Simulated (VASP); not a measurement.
A run of VASP 6.6.1 is set up as follows.

File INCAR:

```
ALGO = Normal ; EDIFF = 1E-6
ENCUT = 520 ; GGA = PE
ISIF = 2 ; ISMEAR = -1
ISPIN = 2 ; LASPH = T
LCHARG = T ; LELF = T
LMAXMIX = 4 ; LORBIT = 11
LREAL = F ; LVHAR = T
LWAVE = F ; MAGMOM = 0.288
NBANDS = 15 ; NELM = 150
PREC = Accurate ; SIGMA = 0.05
```

Contents of KPOINTS:

```
k-points
0
Gamma
  8 8 8
```

The input POSCAR:

```
Pd
1.0
    0.0000000000      1.9737080107      1.9737080107
    1.9737080107      0.0000000000      1.9737080107
    1.9737080107      1.9737080107      0.0000000000
Pd
1
Direct
    0.0000000000      0.0000000000      0.0000000000
```

Potentials or basis: VASP PAW PBE potentials, release 64 (Pd).

Command:

```console
$ cat potpaw_PBE.64/Pd/POTCAR > POTCAR
$ mpirun -np 1 vasp_std > vasp.out
```

Task: Predict the net moment.

Result: 0.00 μB per cell.

Task: Estimate the pressure.

Result: -0.1 GPa.

Task: Predict the band gap on the k mesh.

Result: Zero (filled and empty bands overlap).
